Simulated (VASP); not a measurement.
SiO2, 6 atoms in the cell. The structure is tetragonal, space group I-42d (No. 122). Conventional cell: a = 4.748 Å, b = 4.748 Å, c = 7.488 Å, α = 90.00°, β = 90.00°, γ = 90.00°. Within 2.2 Å of Si (site symmetry -4) lie 4 O at 1.62 Å. Within 2.2 Å of O (site symmetry 2) lie 2 Si at 1.62 Å. 

- Program: VASP 6.6.1
- Task: single point
- Functional: PBEsol
- Dispersion: D3(BJ)
- Potentials or basis: VASP PAW PBE potentials, release 64 (Si, O)
- Cutoff: 520 eV
- k mesh: 6 × 6 × 6
- Occupations: gaussian, width 0.01 eV
- Spin: no spin polarisation
- Dipole correction: no
- Further INCAR settings: ALGO = Normal; EDIFF = 1e-07; NBANDS = 25

Potentials or basis: VASP PAW PBE potentials, release 64 (Si, O).

Command:

```bash
$ cat potpaw_PBE.64/Si/POTCAR potpaw_PBE.64/O/POTCAR > POTCAR
$ mpirun -np 1 vasp_std > vasp.out
```

Hardware: 1 thread of Intel Xeon 6975P-C, with other jobs on the host.

Estimate the wall time of this run.

It took 80 s on 1 thread of Intel Xeon 6975P-C, on a shared host, peak memory 0.26 GiB. Counts: scf iterations 15, k points 30.
